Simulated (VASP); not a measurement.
# CdS in VASP: notebook, part 2 of 2

VASP 6.6.1. Earlier steps stand in the parts before.

### Step 3. Single point, PBE (uniaxial x strain +4.0%)

INCAR reads:

```
PREC = Accurate
ENCUT = 520
EDIFF = 1E-7
ISMEAR = -1
SIGMA = 0.02
LREAL = F
LASPH = T
NELM = 100
ALGO = Normal
ISIF = 2
LWAVE = F
LCHARG = T
GGA = PE
LELF = T
LVHAR = T
NBANDS = 26
```

KPOINTS reads:

```
Automatic mesh
0
Gamma
  12 12 4
```

POSCAR reads:

```
CdS
1.0
    4.3311853188      0.0000000000      0.0000000000
   -2.1655926594      3.6066504948      0.0000000000
    0.0000000000      0.0000000000      6.7660105206
Cd S
2 2
Direct
    0.3332132608      0.6664265217     -0.0030930289
    0.6667867392      0.3335734783      0.4969069711
    0.3277447685      0.6554895369      0.3780930289
    0.6722552315      0.3445104631      0.8780930289
```

Potentials or basis: VASP PAW PBE potentials, release 64 (Cd, S).

Started as:

```
> cat potpaw_PBE.64/Cd/POTCAR potpaw_PBE.64/S/POTCAR > POTCAR
> mpirun -np 1 vasp_std > vasp.out
```

OUTCAR:

```text
PREC = Accurate
   ENCUT = 520
   EDIFF = 1E-7
   ISMEAR = -1
   LREAL = F
   LASPH = T
   NELM = 100
   ISIF = 2
   GGA = PE

 ion  position               nearest neighbor table
   1  0.333  0.666  0.997-   4 2.57   3 2.58   4 2.59   4 2.59
   2  0.667  0.334  0.497-   3 2.57   4 2.58   3 2.59   3 2.59
   3  0.328  0.655  0.378-   2 2.57   1 2.58   2 2.59   2 2.59
   4  0.672  0.345  0.878-   1 2.57   2 2.58   1 2.59   1 2.59

  Warning from LATTYP: Monoclinic adjustment (A1->A3, A2->A1, A3->A2)!
  LATTYP: Found a base centered orthorhombic cell.
 ALAT       =     4.3311853188
 B/A-ratio  =     1.6654334688
 C/A-ratio  =     1.5621613998

  Lattice vectors:

 A1 = (   2.1655926594,  -3.6066504948,   0.0000000000)
 A2 = (   2.1655926594,   3.6066504948,   0.0000000000)
 A3 = (   0.0000000000,   0.0000000000,   6.7660105206)

Analysis of symmetry for initial positions (statically):
=====================================================================
 Subroutine PRICEL returns:
 Original cell was already a primitive cell.

 Routine SETGRP: Setting up the symmetry group for a
 base centered orthorhombic supercell.

 Subroutine GETGRP returns: Found  4 space group operations
 (whereof  2 operations were pure point group operations)
 out of a pool of  8 trial point group operations.

The static configuration has the point symmetry C_1h.
 The point group associated with its full space group is C_2v.

Analysis of symmetry for dynamics (positions and initial velocities):
=====================================================================
 Subroutine PRICEL returns:
 Original cell was already a primitive cell.

 Routine SETGRP: Setting up the symmetry group for a
 base centered orthorhombic supercell.

 Subroutine GETGRP returns: Found  4 space group operations
 (whereof  2 operations were pure point group operations)
 out of a pool of  8 trial point group operations.

The dynamic configuration has the point symmetry C_1h.
 The point group associated with its full space group is C_2v.

 Subroutine INISYM returns: Found  4 space group operations
 (whereof  2 operations are pure point group operations),
 and found     1 'primitive' translations

----------------------------------------------------------------------------------------

                                     Primitive cell

  volume of cell :     105.6923

  direct lattice vectors                    reciprocal lattice vectors
     4.331185319  0.000000000  0.000000000     0.230883679  0.138632784  0.000000000
    -2.165592659  3.606650495  0.000000000     0.000000000  0.277265569  0.000000000
     0.000000000  0.000000000  6.766010521     0.000000000  0.000000000  0.147797583

  length of vectors
     4.331185319  4.206865740  6.766010521     0.269307115  0.277265569  0.147797583

  position of ions in fractional coordinates (direct lattice)
     0.333213261  0.666426522  0.996906971
     0.666786739  0.333573478  0.496906971
     0.327744768  0.655489537  0.378093029
     0.672255232  0.344510463  0.878093029

  ion indices of the primitive-cell ions
   primitive index   ion index
                 1           1
                 2           2
                 3           3
                 4           4

----------------------------------------------------------------------------------------

 KPOINTS: Automatic mesh

Automatic generation of k-mesh.
 Grid dimensions read from file:
 generate k-points for:   12   12    4

 Generating k-lattice:

  Cartesian coordinates                     Fractional coordinates (reciprocal lattice)
     0.019240307  0.011552732  0.000000000     0.083333333 -0.000000000  0.000000000
     0.000000000  0.023105464  0.000000000     0.000000000  0.083333333  0.000000000
     0.000000000  0.000000000  0.036949396     0.000000000  0.000000000  0.250000000

  Length of vectors
     0.022442260  0.023105464  0.036949396

  Shift w.r.t. Gamma in fractional coordinates (k-lattice)
     0.000000000  0.000000000  0.000000000

 Subroutine IBZKPT returns following result:
 ===========================================

 Found    129 irreducible k-points:

 Following reciprocal coordinates:
            Coordinates               Weight
  0.000000  0.000000  0.000000      1.000000
  0.083333  0.000000  0.000000      4.000000
  0.166667  0.000000  0.000000      4.000000
  0.250000  0.000000  0.000000      4.000000
  0.333333  0.000000  0.000000      4.000000
  0.416667  0.000000  0.000000      4.000000
[... 16 lines left out ...]
  0.333333  0.166667  0.000000      4.000000
  0.416667  0.166667  0.000000      4.000000
 [... further k-points ...]
   k-points           NKPTS =    129   k-points in BZ     NKDIM =    129   number of bands    NBANDS=     26
   number of dos      NEDOS =    301   number of ions     NIONS =      4
   total plane-waves  NPLWV =  51200
   dimension x,y,z NGX =    32 NGY =   32 NGZ =   50
   dimension x,y,z NGXF=    64 NGYF=   64 NGZF=  100
   ions per type =               2   2
   NGX,Y,Z   is equivalent  to a cutoff of  12.28, 12.65, 12.29 a.u.
   NGXF,Y,Z  is equivalent  to a cutoff of  24.57, 25.29, 24.57 a.u.
 SYSTEM =  unknown system
   PREC   = accura    normal or accurate (medium, high low for compatibility)
   ISTART =      0    job   : 0-new  1-cont  2-samecut
   ICHARG =      2    charge: 1-file 2-atom 10-const
   ISPIN  =      1    spin polarized calculation?
   LNONCOLLINEAR =      F non collinear calculations
   LSORBIT =      F    spin-orbit coupling
   LASPH  =      T    aspherical Exc in radial PAW
   ENCUT  =  520.0 eV  38.22 Ry    6.18 a.u.   8.05  7.82 12.58*2*pi/ulx,y,z
   NELM   =    100;   NELMIN=  2; NELMDL= -5     # of ELM steps
   EDIFF  = 0.1E-06   stopping-criterion for ELM
   LREAL  =      F    real-space projection
   EDIFFG = 0.1E-05   stopping-criterion for IOM
   NSW    =      0    number of steps for IOM
   IBRION =     -1    ionic relax: 0-MD 1-quasi-New 2-CG
   NFREE  =      0    steps in history (QN), initial steepest desc. (CG)
   ISIF   =      2    stress and relaxation
   ISYM   =      2    0-nonsym 1-usesym 2-fastsym
   POTIM  = 0.5000    time-step for ionic-motion
   TEBEG  =    0.0;   TEEND  =   0.0 temperature during run
   PSTRESS=    0.0 pullay stress
   NELECT =      36.0000    total number of electrons
   NUPDOWN=      -1.0000    fix difference up-down
   EMIN   =  10.00;   EMAX   =-10.00  energy-range for DOS
   EFERMI =   0.00;   METHOD = LEGACY
   ISMEAR =    -1;   SIGMA  =   0.02  broadening in eV -4-tet -1-fermi 0-gaus
   EFERMI_NEDOS =   21; number of points for ismear=-14 and -15
   IALGO  =     38    algorithm
   IMIX   =      4    mixing-type and parameters
     AMIX     =   0.40;   BMIX     =  1.00
     AMIX_MAG =   1.60;   BMIX_MAG =  1.00
  volume/ion in A,a.u.               =      26.42       178.31
  Fermi-wavevector in a.u.,A,eV,Ry     =   1.143303  2.160529 17.784729  1.307141
  Thomas-Fermi vector in A             =   2.279998
   LORBIT       =      0    0 simple, 1 ext, 2 COOP (PROOUT), +10 PAW based schemes
   GGA     = PE    functional components
   LHFCALC =     F    Hartree Fock is set to
   AEXX    =    0.0000 exact exchange contribution
   IVDW    =     0    specifies the selected vdW correction
   LEPSILON=     F    determine dielectric tensor
   LRPA    =     F    only Hartree local field effects (RPA)
 non-spin polarized calculation
  energy-cutoff  :      520.00
  volume of cell :      105.69
 maximum number of plane-waves:      2869
   NGX = 17   NGY = 15   NGZ = 25

 number of electron      36.0000003 magnetization

 Free energy of the ion-electron system (eV)
  ---------------------------------------------------
  ext. energy  EPLUGINS =         0.00000000
  ---------------------------------------------------
  free energy    TOTEN  =       -12.28575597 eV

  energy without entropy =      -12.28575597  energy(sigma->0) =      -12.28575597

 E-fermi :   1.2494     XC(G=0):  -8.8524

 val. band max:        0.8247207439   @ k =   0.0000   0.0000   0.0000
 cond. band min:       1.8702345518   @ k =   0.0000   0.0000   0.0000
 fundamental gap:      1.0455138078
 Fermi energy:         1.2494469409

 k-point     1 :       0.0000    0.0000    0.0000
  band No.  band energies     occupation
      1     -11.2085      2.00000
      2     -10.8219      2.00000
      3      -6.7105      2.00000
      4      -6.7010      2.00000
      5      -6.6972      2.00000
      6      -6.6404      2.00000
[... 18 lines left out ...]
     25       8.3264      0.00000
     26       8.4238      0.00000
[... 644 lines left out ...]
      4      -6.5780      2.00000
      5      -6.4642      2.00000
      6      -6.4462      2.00000
[... 18 lines left out ...]
     25       9.7189      0.00000
     26       9.7813      0.00000

 [... further k-points ...]
[... 5 lines left out ...]
  --------------------------------------------------------------------------------------
  -------------------------------------------------------------------------------------
  Total       -0.9937269     -0.1424690      0.0874098      0.0000000      0.0000000      0.0000000
  in kB      -15.0637853     -2.1596702      1.3250346      0.0000000      0.0000000      0.0000000
  external PRESSURE =      -5.2994736 kB  Pullay stress =       0.0000000 kB

 VOLUME and BASIS-vectors are now :
 -----------------------------------------------------------------------------
  energy-cutoff  :      520.00
  volume of cell :      105.69
      direct lattice vectors                 reciprocal lattice vectors
     4.331185319  0.000000000  0.000000000     0.230883679  0.138632784  0.000000000
    -2.165592659  3.606650495  0.000000000     0.000000000  0.277265569  0.000000000
     0.000000000  0.000000000  6.766010521     0.000000000  0.000000000  0.147797583

 POSITION                                       TOTAL-FORCE (eV/Angst)
 -----------------------------------------------------------------------------------
     -0.00000      2.40357      6.74508         0.000000      0.003442      0.000553
      2.16559      1.20308      3.36208         0.000000     -0.003442      0.000553
      0.00000      2.36412      2.55818         0.000000     -0.001559     -0.000553
      2.16559      1.24253      5.94119         0.000000      0.001559     -0.000553
 -----------------------------------------------------------------------------------
    total drift:                               -0.000000      0.000000     -0.001825

  FREE ENERGIE OF THE ION-ELECTRON SYSTEM (eV)
  ---------------------------------------------------
  free  energy   TOTEN  =       -12.2857559717 eV

  energy  without entropy=      -12.2857559717  energy(sigma->0) =      -12.28575597
```

stdout:

```text
POSCAR found type information on POSCAR CdS
 POSCAR found :  2 types and       4 ions
 scaLAPACK will be used
 LDA part: xc-table for (Slater+PW92), standard interpolation
 POSCAR, INCAR and KPOINTS ok, starting setup
 FFT: planning ... GRIDC
 FFT: planning ... GRID_SOFT
 FFT: planning ... GRID
 WAVECAR not read
 entering main loop
```

It took 3.1 min on 1 thread of AMD EPYC 9R45 (Zen 5), shared host; peak memory 0.38 GiB.

What came out:

```
Free energy            : -12.2858 eV
Pressure               : -0.5 GPa
Largest force          : 0.003 eV/Å
Band gap on the k mesh : 1.05 eV
```

Forces on the atoms (eV/Å):
```
Cd   0.000  0.003  0.001
Cd   0.000 -0.003  0.001
S    0.000 -0.002 -0.001
S    0.000  0.002 -0.001
```

Caveat: the cell differs from its parent crystal (uniaxial x strain +4.0%).
